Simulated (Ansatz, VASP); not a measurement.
**One calculation of CoW3, two programs**

```xyz
4
Lattice="4.0089 0.0000 0.0000 0.0000 4.0089 0.0000 0.0000 0.0000 4.0089" Properties=species:S:1:pos:R:3 pbc="T T T"
Co    0.0000    0.0000    0.0000
W     0.0000    2.0044    2.0044
W     2.0044    0.0000    2.0044
W     2.0044    2.0044    0.0000
```

Alike in both runs: task single point; functional PBE; k mesh 6 × 6 × 6; occupations fermi-dirac, width 0.1 eV; collinear spin.

|  | VASP | Ansatz |
| --- | --- | --- |
| version | VASP 6.6.1 | Ansatz 0.2.0 |
| potentials or method | VASP PAW PBE potentials, release 64 (Co, W_sv), cutoff 520 eV | plane waves, PAW |
| valence electrons in the cell | 51 | 59 |

```tsv
	VASP	Ansatz	Ansatz less VASP
pressure (GPa)	-18.6	-18.8	-0.20
net moment per atom (μB)	0.17	0.18	+0.005
size of the moment on the site where the two differ most (μB)	0.67	0.70	+0.034
```

Site moments also hang on the region over which each program counts them. With one functional, cell and mesh, what is left measures potentials, basis and numerics. VASP's potentials hold 51 valence electrons a cell and Ansatz's 59, so a difference there can come from the potentials and not from the codes.

Spin-orbit coupling is off throughout.
